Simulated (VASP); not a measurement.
Runs of VASP 6.6.1 on BiB. The structure is that of space group F-43m (No. 216), or close to it. The cells are those of the table. 

```tsv
level	cell	smearing	gap on the mesh (eV)	pressure (GPa)
PBE	a = 3.882, b = 3.882, c = 3.959 Å, angles 59.3, 59.3, 58.7°, 2 atoms	fermi-dirac 0.02 eV	0.08	1.3
PBE	a = 3.882, b = 3.853, c = 3.853 Å, angles 60.5, 59.8, 59.8°, 2 atoms	fermi-dirac 0.02 eV	(c)	2.5
r2SCAN	a = 3.843 Å, angles 60.0°, 2 atoms	gaussian 0.01 eV	0.63	2.5
r2SCAN	a = 3.882, b = 3.853, c = 3.853 Å, angles 60.5, 59.8, 59.8°, 2 atoms	gaussian 0.01 eV	(b)	1.2
PBE	a = 3.882 Å, angles 60.0°, 2 atoms	fermi-dirac 0.02 eV	(a)	1.2
r2SCAN	a = 3.882, b = 3.882, c = 3.959 Å, angles 59.3, 59.3, 58.7°, 2 atoms	fermi-dirac 0.02 eV	0.17	0.0
```

Alike in all rows: task single point; potentials or basis VASP PAW PBE potentials, release 64 (B, Bi_d); no spin polarisation; k mesh 8 × 8 × 8; cutoff (eV) 520.

**Question.** Estimate the missing entries.

**Answer.** (a) 0.28; (b) 0.43; (c) 0.31.

Caveats: spin-orbit coupling is left out, which moves the levels of the heavy elements; the PAW data sets were made with another functional, which shifts forces and pressure a little (some runs).

A k mesh can miss the band edges, and the runs leave out spin-orbit coupling on Bi.
